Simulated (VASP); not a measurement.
Runs of VASP 6.6.1 on MoS. The structure is that of space group P-3m1 (No. 164), or close to it. The cells are those of the table. 

| cell | k mesh | smearing | dipole correction | gap on the mesh (eV) | largest force (eV/Å) |
| --- | --- | --- | --- | --- | --- |
| a = 3.120, b = 3.120, c = 21.086 Å, angles 90.0, 90.0, 120.0°, 4 atoms | 12 × 12 × 1 | gaussian 0.1 eV | no | none | 1.78 |
| a = 3.120, b = 3.120, c = 21.086 Å, angles 90.0, 90.0, 120.0°, 4 atoms | 2 × 2 × 1 | gaussian 0.1 eV | yes | none | 1.39 |
| a = 3.120, b = 3.120, c = 21.086 Å, angles 90.0, 90.0, 120.0°, 4 atoms | 12 × 12 × 1 | fermi-dirac 0.3 eV | yes | none | (a) |
| a = 3.120, b = 3.120, c = 21.086 Å, angles 90.0, 90.0, 120.0°, 4 atoms | 12 × 12 × 1 | gaussian 0.1 eV | yes | none | 1.78 |
| a = 3.120, b = 3.120, c = 21.086 Å, angles 90.0, 90.0, 120.0°, 4 atoms | 12 × 12 × 1 | gaussian 1.5 eV | yes | none | 1.53 |
| a = 3.120, b = 3.120, c = 11.086 Å, angles 90.0, 90.0, 120.0°, 4 atoms | 12 × 12 × 1 | gaussian 0.1 eV | yes | none | 1.74 |
| a = 3.120, b = 3.120, c = 14.086 Å, angles 90.0, 90.0, 120.0°, 4 atoms | 12 × 12 × 1 | gaussian 0.1 eV | no | none | 1.78 |

Alike in all rows: task single point; level PBEsol; potentials or basis VASP PAW PBE potentials, release 64 (Mo_sv, S); no spin polarisation; cutoff (eV) 520.

**Question.** Fill in the values left out.

**Answer.** (a) 1.77.

Caveats: some runs use coarse meshes; the PAW data sets were made with another functional, which shifts forces and pressure a little.

A k mesh can miss the band edges, and the runs leave out spin-orbit coupling on Mo.

A gap of «none» marks levels without a gap at the run's occupations.
